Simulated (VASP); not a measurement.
Runs of VASP 6.6.1 on GaCo. The structure is that of space group Pm-3m (No. 221), or close to it. The cells are those of the table. 

| task | level | potentials or basis | spin | U | fixed moment (μB) | cell | k mesh | cutoff (eV) | smearing | dipole correction | tolerance level | purpose | route | gap on the mesh (eV) | pressure (GPa) | moment (μB) |
| --- | --- | --- | --- | --- | --- | --- | --- | --- | --- | --- | --- | --- | --- | --- | --- | --- |
| single point | PBE | VASP PAW PBE potentials, release 64 (Ga_d, Co) | collinear, ferromagnetic start | - | 2.5 | a = 2.878 Å, 2 atoms | 8 × 8 × 8 | 520 | fermi-dirac 0.05 eV | no | - | - | - | - | (c) | 2.50 |
| single point | r2SCAN+U | VASP PAW PBE potentials, release 64 (Ga_d, Co_sv) | collinear, ferromagnetic start | Co d U = 6.2 eV | - | a = 2.934 Å, 2 atoms | 9 × 9 × 9 | 660 | tetrahedron | no | - | - | - | none | 14.7 | 1.92 |
| single point | PBE | VASP PAW PBE potentials, release 64 (Ga_d, Co) | collinear, ferromagnetic start | - | 0.5 | a = 2.878 Å, 2 atoms | 8 × 8 × 8 | 520 | fermi-dirac 0.05 eV | no | - | - | - | - | 2.5 | 0.50 |
| single point | PBE | VASP PAW PBE potentials, release 64 (Ga_d, Co) | collinear, ferromagnetic start | - | 3.0 | a = 2.878 Å, 2 atoms | 8 × 8 × 8 | 520 | fermi-dirac 0.05 eV | no | - | - | - | - | 36.9 | 3.00 |
| single point | PBE | VASP PAW PBE potentials, release 64 (Ga_d, Co) | collinear, ferromagnetic start | - | 1.0 | a = 2.878 Å, 2 atoms | 8 × 8 × 8 | 520 | fermi-dirac 0.05 eV | no | - | - | - | - | 5.6 | 1.00 |
| single point | PBEsol+U | VASP PAW PBE potentials, release 64 (Ga_d, Co_sv) | collinear, ferromagnetic start | Co d U = 5.3 eV | - | a = 3.019 Å, 2 atoms | 9 × 9 × 9 | 600 | fermi-dirac 0.05 eV | no | - | - | - | none | -3.2 | 1.75 |
| single point | r2SCAN+U | VASP PAW PBE potentials, release 64 (Ga_d, Co_sv) | collinear, ferromagnetic start | Co d U = 6.2 eV | - | a = 2.859 Å, 2 atoms | 9 × 9 × 9 | 660 | tetrahedron | no | - | - | - | none | 27.2 | (d) |
| single point | revPBE+U | VASP PAW PBE potentials, release 64 (Ga_d, Co) | collinear, ferromagnetic start | Co d U = 3.5 eV | - | a = 3.035 Å, 2 atoms | 9 × 9 × 9 | 520 | methfessel-paxton 0.2 eV | no | - | - | - | none | -1.7 | 1.48 |
| band structure | r2SCAN+U | VASP PAW PBE potentials, release 64 (Ga_d, Co) | collinear, ferromagnetic start | Co d U = 5 eV | - | a = 2.878 Å, 2 atoms | 21 × 21 × 21 | 580 | methfessel-paxton 0.05 eV | - | standard | bands | KPOINTS_OPT | - | 20.0 | (b) |
| single point | r2SCAN+U | VASP PAW PBE potentials, release 64 (Ga_d, Co_sv) | collinear, ferromagnetic start | Co d U = 6.2 eV | - | a = 2.819 Å, 2 atoms | 9 × 9 × 9 | 660 | tetrahedron | no | - | - | - | none | 37.6 | 1.75 |
| single point | PBE | VASP PAW PBE potentials, release 64 (Ga_d, Co) | collinear, zero start | - | 0.0 | a = 2.878 Å, 2 atoms | 8 × 8 × 8 | 520 | fermi-dirac 0.05 eV | no | - | - | - | - | 1.0 | 0.00 |
| single point | r2SCAN+U | VASP PAW PBE potentials, release 64 (Ga_d, Co_sv) | collinear, ferromagnetic start | Co d U = 6.2 eV | - | a = 2.878 Å, 2 atoms | 9 × 9 × 9 | 660 | tetrahedron | no | - | - | - | none | 23.2 | (a) |

Q: Fill in the values left out.

A: (a) 1.83; (b) 1.73; (c) 27.3; (d) 1.79.

Caveats: the cell stands under pressure (at least some runs); the PAW data sets were made with another functional, which shifts forces and pressure a little (at least some runs); the U is typed as a test and isn't derived for this compound (at least some runs); the total moment is fixed, so each spin has its own Fermi level (at least some runs); tetrahedron occupations give inexact forces and stress in metals (at least some runs); the cell stands under tension (at least some runs).

A k mesh can miss the band edges, and the runs leave out spin-orbit coupling on Ga.

A gap of «none» marks levels without a gap at the run's occupations.

The runs don't all hold the same shells in valence.
